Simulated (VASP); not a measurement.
# KF (I4mm) in VASP: a series of runs, part 2 of 2

VASP 6.6.1. Earlier steps stand in the parts before.

## (3) Electric field gradients, PBEsol (shortest bond scaled by 0.7)

File INCAR:

```
SYSTEM = KF
ALGO = Normal ; EDIFF = 1E-8
ENCUT = 520 ; GGA = PS
ISIF = 2 ; ISMEAR = -1
LASPH = .True. ; LCHARG = .False.
LEFG = .True. ; LREAL = .False.
LWAVE = .False. ; NBANDS = 15
NELM = 60 ; PREC = Accurate
SIGMA = 0.03
```

File KPOINTS:

```
k-points
0
Gamma
  8 8 8
  0 0 0
```

File POSCAR:

```
KF
1.0
    0.0000000000      2.6718500000      2.6718500000
    2.6718500000      0.0000000000      2.6718500000
    2.6718500000      2.6718500000      0.0000000000
K F
1 1
Direct
   -0.0750000000     -0.0750000000      0.0750000000
    0.5750000000      0.5750000000      0.4250000000
```

Potentials or basis: VASP PAW PBE potentials, release 64 (K_sv, F).

Started as:

```sh
cat potpaw_PBE.64/K_sv/POTCAR potpaw_PBE.64/F/POTCAR > POTCAR
mpirun -np 1 vasp_std > vasp.out
```

OUTCAR:

```text
SYSTEM = KF
   EDIFF = 1E-8
   ENCUT = 520
   GGA = PS
   ISIF = 2
   ISMEAR = -1
   LASPH = .True.
   LREAL = .False.
   NELM = 60
   PREC = Accurate

 ion  position               nearest neighbor table
   1  0.925  0.925  0.075-   2 1.87   2 2.79   2 2.79   2 2.79   2 2.79
   2  0.575  0.575  0.425-   1 1.87   1 2.79   1 2.79   1 2.79   1 2.79

  LATTYP: Found a face centered cubic cell.
 ALAT       =     5.3437000000

  Lattice vectors:

 A1 = (   0.0000000000,   2.6718500000,   2.6718500000)
 A2 = (   2.6718500000,   0.0000000000,   2.6718500000)
 A3 = (   2.6718500000,   2.6718500000,   0.0000000000)

Analysis of symmetry for initial positions (statically):
=====================================================================
 Subroutine PRICEL returns:
 Original cell was already a primitive cell.

 Routine SETGRP: Setting up the symmetry group for a
 face centered cubic supercell.

[... 620 lines left out ...]
      direct lattice vectors                 reciprocal lattice vectors
     0.000000000  2.671850000  2.671850000    -0.187136254  0.187136254  0.187136254
     2.671850000  0.000000000  2.671850000     0.187136254 -0.187136254  0.187136254
     2.671850000  2.671850000  0.000000000     0.187136254  0.187136254 -0.187136254

 POSITION                                       TOTAL-FORCE (eV/Angst)
 -----------------------------------------------------------------------------------
      2.67185      2.67185      4.94292         0.000000      0.000000      7.100398
      2.67185      2.67185      3.07263         0.000000      0.000000     -7.100398
 -----------------------------------------------------------------------------------
    total drift:                               -0.000002     -0.000002     -0.000063

  FREE ENERGIE OF THE ION-ELECTRON SYSTEM (eV)
  ---------------------------------------------------
  free  energy   TOTEN  =        -7.0213834186 eV

  energy  without entropy=       -7.0213834186  energy(sigma->0) =       -7.02138342

 Electric field gradients (V/A^2)
---------------------------------------------------------------------
 ion       V_xx      V_yy      V_zz      V_xy      V_xz      V_yz
---------------------------------------------------------------------
   1      36.205    36.205   -72.409     0.000     0.000     0.000
   2      20.597    20.597   -41.194     0.006     0.005     0.005
---------------------------------------------------------------------

 Electric field gradients after diagonalization (V/A^2)
 (convention: |V_zz| > |V_xx| > |V_yy|)
----------------------------------------------------------------------
 ion       V_xx      V_yy      V_zz     asymmetry (V_yy - V_xx)/ V_zz
----------------------------------------------------------------------
   1      36.205    36.204   -72.409       0.000
   2      20.603    20.591   -41.194       0.000
----------------------------------------------------------------------

           NMR quadrupolar parameters

 Cq : quadrupolar parameter    Cq=e*Q*V_zz/h
 eta: asymmetry parameters     (V_yy - V_xx)/ V_zz
 Q  : nuclear electric quadrupole moment in mb (millibarn)
----------------------------------------------------------------------
 ion       Cq(MHz)       eta       Q (mb)
----------------------------------------------------------------------
   1      -0.175       0.000       1.000
   2      -0.100       0.000       1.000
----------------------------------------------------------------------
```

stdout:

```text
POSCAR found type information on POSCAR K F
 POSCAR found :  2 types and       2 ions
 scaLAPACK will be used
 -----------------------------------------------------------------------------
|                                                                             |
|                                                                             |
|     You enforced a specific xc type in the INCAR file but a different       |
|     I HOPE YOU KNOW WHAT YOU ARE DOING!                                     |
|                                                                             |
 -----------------------------------------------------------------------------

 LDA part: xc-table for (Slater+PW92), standard interpolation
 POSCAR, INCAR and KPOINTS ok, starting setup
 FFT: planning ... GRIDC
 FFT: planning ... GRID_SOFT
 FFT: planning ... GRID
 WAVECAR not read
 entering main loop
ion   1

ion   2
```

It took 55 s on 1 thread of Intel Xeon Platinum 8175M at 2.50GHz (Skylake/Cascade Lake), shared host; peak memory 0.17 GiB.

What came out:

| Item | Value |
| --- | --- |
| Free energy | -7.0214 eV |
| Pressure | 17.6 GPa |
| Largest force | 7.100 eV/Å |
| Band gap on the k mesh | 5.36 eV (least direct gap 5.64 eV) |
| Largest electric field gradient by atom | K -72.4; F -41.2 V/Å² |

Forces in eV/Å, atoms in the order of the input:
```
K    0.000  0.000  7.100
F    0.000  0.000 -7.100
```

Electric field gradients, principal values (V/Å²):
| atom | least | middle | greatest (by size) |
| --- | --- | --- | --- |
| 1 K | 36.204 | 36.205 | -72.409 |
| 2 F | 20.591 | 20.603 | -41.194 |

Caveat: the cell differs from its parent crystal (shortest bond scaled by 0.7); the cell stands under pressure; without QUAD_EFG the Cq values of the log hold for a quadrupole moment of 1 mb, not for the nuclei; the PAW data sets were made with another functional, which shifts forces and pressure a little.

## (4) Electric field gradients, PBEsol (shortest bond scaled by 0.58)

File INCAR:

```
  PREC = Accurate
  ENCUT = 520
  EDIFF = 1E-8
  ISMEAR = -1
  SIGMA = 0.03
  LREAL = F
  LASPH = T
  NELM = 60
  ALGO = Normal
  ISIF = 2
  LWAVE = F
  LCHARG = F
  GGA = PS
  LEFG = T
  NBANDS = 15
```

File KPOINTS:

```
Automatic mesh
0
Gamma
  8 8 8
```

File POSCAR:

```
KF
1.0
    0.0000000000      2.6718500000      2.6718500000
    2.6718500000      0.0000000000      2.6718500000
    2.6718500000      2.6718500000      0.0000000000
K F
1 1
Direct
   -0.1050000000     -0.1050000000      0.1050000000
    0.6050000000      0.6050000000      0.3950000000
```

Potentials or basis: VASP PAW PBE potentials, release 64 (K_sv, F).

Started as:

```sh
cat potpaw_PBE.64/K_sv/POTCAR potpaw_PBE.64/F/POTCAR > POTCAR
mpirun -np 1 vasp_std > vasp.out
```

OUTCAR:

```text
PREC = Accurate
   ENCUT = 520
   EDIFF = 1E-8
   ISMEAR = -1
   LREAL = F
   LASPH = T
   NELM = 60
   ISIF = 2
   GGA = PS

 ion  position               nearest neighbor table
   1  0.895  0.895  0.105-   2 1.55
   2  0.605  0.605  0.395-   1 1.55

  LATTYP: Found a face centered cubic cell.
 ALAT       =     5.3437000000

  Lattice vectors:

 A1 = (   0.0000000000,   2.6718500000,   2.6718500000)
 A2 = (   2.6718500000,   0.0000000000,   2.6718500000)
 A3 = (   2.6718500000,   2.6718500000,   0.0000000000)

Analysis of symmetry for initial positions (statically):
=====================================================================
 Subroutine PRICEL returns:
 Original cell was already a primitive cell.

 Routine SETGRP: Setting up the symmetry group for a
 face centered cubic supercell.

 Subroutine GETGRP returns: Found  8 space group operations
 (whereof  8 operations were pure point group operations)
 out of a pool of 48 trial point group operations.

The static configuration has the point symmetry C_4v.

Analysis of symmetry for dynamics (positions and initial velocities):
=====================================================================
 Subroutine PRICEL returns:
 Original cell was already a primitive cell.

 Routine SETGRP: Setting up the symmetry group for a
 face centered cubic supercell.

 Subroutine GETGRP returns: Found  8 space group operations
 (whereof  8 operations were pure point group operations)
 out of a pool of 48 trial point group operations.

The dynamic configuration has the point symmetry C_4v.

 Subroutine INISYM returns: Found  8 space group operations
 (whereof  8 operations are pure point group operations),
 and found     1 'primitive' translations

----------------------------------------------------------------------------------------

                                     Primitive cell

  volume of cell :      38.1475

  direct lattice vectors                    reciprocal lattice vectors
     0.000000000  2.671850000  2.671850000    -0.187136254  0.187136254  0.187136254
     2.671850000  0.000000000  2.671850000     0.187136254 -0.187136254  0.187136254
     2.671850000  2.671850000  0.000000000     0.187136254  0.187136254 -0.187136254

  length of vectors
     3.778566507  3.778566507  3.778566507     0.324129500  0.324129500  0.324129500

  position of ions in fractional coordinates (direct lattice)
     0.895000000  0.895000000  0.105000000
     0.605000000  0.605000000  0.395000000

  ion indices of the primitive-cell ions
   primitive index   ion index
                 1           1
                 2           2

----------------------------------------------------------------------------------------

 KPOINTS: Automatic mesh

Automatic generation of k-mesh.
 Grid dimensions read from file:
 generate k-points for:    8    8    8

 Generating k-lattice:

[... 77 lines left out ...]
   EFERMI_NEDOS =   21; number of points for ismear=-14 and -15
   IALGO  =     38    algorithm
   IMIX   =      4    mixing-type and parameters
     AMIX     =   0.40;   BMIX     =  1.00
     AMIX_MAG =   1.60;   BMIX_MAG =  1.00
  volume/ion in A,a.u.               =      19.07       128.72
  Fermi-wavevector in a.u.,A,eV,Ry     =   1.225442  2.315750 20.431978  1.501708
  Thomas-Fermi vector in A             =   2.360480
   LORBIT       =      0    0 simple, 1 ext, 2 COOP (PROOUT), +10 PAW based schemes
   GGA     = PS    functional components
   LHFCALC =     F    Hartree Fock is set to
   AEXX    =    0.0000 exact exchange contribution
   IVDW    =     0    specifies the selected vdW correction
   LEPSILON=     F    determine dielectric tensor
   LRPA    =     F    only Hartree local field effects (RPA)
 non-spin polarized calculation
  energy-cutoff  :      520.00
  volume of cell :       38.15
 maximum number of plane-waves:      1036
   NGX = 13   NGY = 13   NGZ = 13

 number of electron      16.0000002 magnetization

 Free energy of the ion-electron system (eV)
  ---------------------------------------------------
  ext. energy  EPLUGINS =         0.00000000
  ---------------------------------------------------
  free energy    TOTEN  =        -2.36553465 eV

  energy without entropy =       -2.36553465  energy(sigma->0) =       -2.36553465

 E-fermi :  -0.4165     XC(G=0):  -8.3094

 val. band max:       -1.1056704988   @ k =  -0.2500   0.3750   0.1250
 cond. band min:       2.7871961399   @ k =   0.0000   0.0000   0.0000
 fundamental gap:      3.8928666387
 Fermi energy:        -0.4164673733

 k-point     1 :       0.0000    0.0000    0.0000
  band No.  band energies     occupation
      1     -29.7289      2.00000
      2     -22.5915      2.00000
      3     -12.2535      2.00000
      4     -11.4561      2.00000
      5     -11.4561      2.00000
      6      -4.7871      2.00000
      7      -4.7871      2.00000
      8      -1.3068      2.00000
      9       2.7872      0.00000
     10       8.3563      0.00000
     11       9.9290      0.00000
     12      10.3875      0.00000
     13      10.3875      0.00000
     14      13.0744      0.00000
[... 401 lines left out ...]
      2     -23.0105      2.00000
      3     -12.1573      2.00000
      4     -11.7721      2.00000
      5     -11.6546      2.00000
      6      -4.3919      2.00000
      7      -4.2574      2.00000
      8      -1.4013      2.00000
      9       5.2929      0.00000
     10       6.3031      0.00000
     11       9.4887      0.00000
     12       9.8456      0.00000
     13      11.5642      0.00000
     14      11.9245      0.00000
     15      14.0829      0.00000

 [... further k-points ...]

------------------------ aborting loop because EDIFF is reached ----------------------------------------

  FORCE on cell =-STRESS in cart. coord.  units (eV):
  Direction    XX          YY          ZZ          XY          YZ          ZX
  --------------------------------------------------------------------------------------
  -------------------------------------------------------------------------------------
  Total        0.0708898      0.0708898     39.4226685      0.0000000      0.0000000      0.0000000
  in kB        2.9773375      2.9773375   1655.7333135      0.0000000      0.0000000      0.0000000
  external PRESSURE =     553.8959962 kB  Pullay stress =       0.0000000 kB

 VOLUME and BASIS-vectors are now :
 -----------------------------------------------------------------------------
  energy-cutoff  :      520.00
  volume of cell :       38.15
      direct lattice vectors                 reciprocal lattice vectors
     0.000000000  2.671850000  2.671850000    -0.187136254  0.187136254  0.187136254
     2.671850000  0.000000000  2.671850000     0.187136254 -0.187136254  0.187136254
     2.671850000  2.671850000  0.000000000     0.187136254  0.187136254 -0.187136254

 POSITION                                       TOTAL-FORCE (eV/Angst)
 -----------------------------------------------------------------------------------
      2.67185      2.67185      4.78261         0.000000      0.000000     25.457602
      2.67185      2.67185      3.23294         0.000000      0.000000    -25.457602
 -----------------------------------------------------------------------------------
    total drift:                               -0.000001     -0.000001     -0.000102

  FREE ENERGIE OF THE ION-ELECTRON SYSTEM (eV)
  ---------------------------------------------------
  free  energy   TOTEN  =        -2.3655346527 eV

  energy  without entropy=       -2.3655346527  energy(sigma->0) =       -2.36553465

 Electric field gradients (V/A^2)
---------------------------------------------------------------------
 ion       V_xx      V_yy      V_zz      V_xy      V_xz      V_yz
---------------------------------------------------------------------
   1      37.777    37.777   -75.554     0.000     0.000     0.000
   2       9.313     9.313   -18.625     0.007     0.007     0.007
---------------------------------------------------------------------

 Electric field gradients after diagonalization (V/A^2)
 (convention: |V_zz| > |V_xx| > |V_yy|)
----------------------------------------------------------------------
 ion       V_xx      V_yy      V_zz     asymmetry (V_yy - V_xx)/ V_zz
----------------------------------------------------------------------
   1      37.777    37.777   -75.554       0.000
   2       9.320     9.306   -18.625       0.001
----------------------------------------------------------------------

           NMR quadrupolar parameters

 Cq : quadrupolar parameter    Cq=e*Q*V_zz/h
 eta: asymmetry parameters     (V_yy - V_xx)/ V_zz
 Q  : nuclear electric quadrupole moment in mb (millibarn)
----------------------------------------------------------------------
 ion       Cq(MHz)       eta       Q (mb)
----------------------------------------------------------------------
   1      -0.183       0.000       1.000
   2      -0.045       0.001       1.000
----------------------------------------------------------------------
```

Wall time 62 s (1 thread of Intel Xeon Platinum 8175M at 2.50GHz (Skylake/Cascade Lake), shared host); peak memory 0.17 GiB.

What came out:

```
Free energy                             : -2.3655 eV
Pressure                                : 55.4 GPa
Largest force                           : 25.458 eV/Å
Band gap on the k mesh                  : 3.89 eV (least direct gap 4.09 eV)
Largest electric field gradient by atom : K -75.6; F -18.6 V/Å²
```

Forces on the atoms (eV/Å):
```
K     0.000   0.000  25.458
F     0.000   0.000 -25.458
```

Stress tensor (GPa, compression positive):
```
  0.30   0.00   0.00
  0.00   0.30   0.00
  0.00   0.00 165.57
```

Levels at points of the mesh, in eV from the valence-band top:
| k point | band 5 | band 6 | band 7 | band 8 | band 9 | band 10 | band 11 | band 12 |
| --- | --- | --- | --- | --- | --- | --- | --- | --- |
| (0.00, 0.00, 0.00) | -10.35 | -3.68 | -3.68 | -0.20 | 3.89 | 9.46 | 11.03 | 11.49 |
| (0.50, 0.00, 0.00) | -10.53 | -3.61 | -3.37 | -0.43 | 6.72 | 8.53 | 10.30 | 10.77 |
| (0.50, 0.50, 0.00) | -10.74 | -2.94 | -2.94 | -0.06 | 5.90 | 6.52 | 9.98 | 12.45 |
| (0.00, 0.50, 0.50) | -10.51 | -4.04 | -2.93 | -0.03 | 7.17 | 9.00 | 9.25 | 13.01 |

Electric field gradients, principal values (V/Å²):
```tsv
atom	least	middle	greatest (by size)
1 K	37.777	37.777	-75.554
2 F	9.306	9.320	-18.625
```

Caveat: the cell differs from its parent crystal (shortest bond scaled by 0.58); the cell stands under pressure; without QUAD_EFG the Cq values of the log hold for a quadrupole moment of 1 mb, not for the nuclei; the PAW data sets were made with another functional, which shifts forces and pressure a little. A k mesh can miss the band edges.

## (5) The runs side by side

| cell | gap on the mesh (eV) | pressure (GPa) | largest force (eV/Å) |
| --- | --- | --- | --- |
| as given, shortest bond scaled by 0.76 | 5.73 | 8.8 | 3.53 |
| as given, shortest bond scaled by 0.7 | 5.36 | 17.6 | 7.10 |
| as given, shortest bond scaled by 0.58 | 3.89 | 55.4 | 25.46 |

Some of these runs hold the atoms at other places in the same cell, which the table doesn't show; runs alike in all that it shows share one row.

Alike in all rows: task electric field gradients; level PBEsol; potentials or basis VASP PAW PBE potentials, release 64 (K_sv, F); no spin polarisation; k mesh 8 × 8 × 8; cutoff (eV) 520; smearing fermi-dirac 0.03 eV.

Caveats: the cell stands under pressure; the PAW data sets were made with another functional, which shifts forces and pressure a little.

Absolute energies hang on the potentials; compare differences alone.
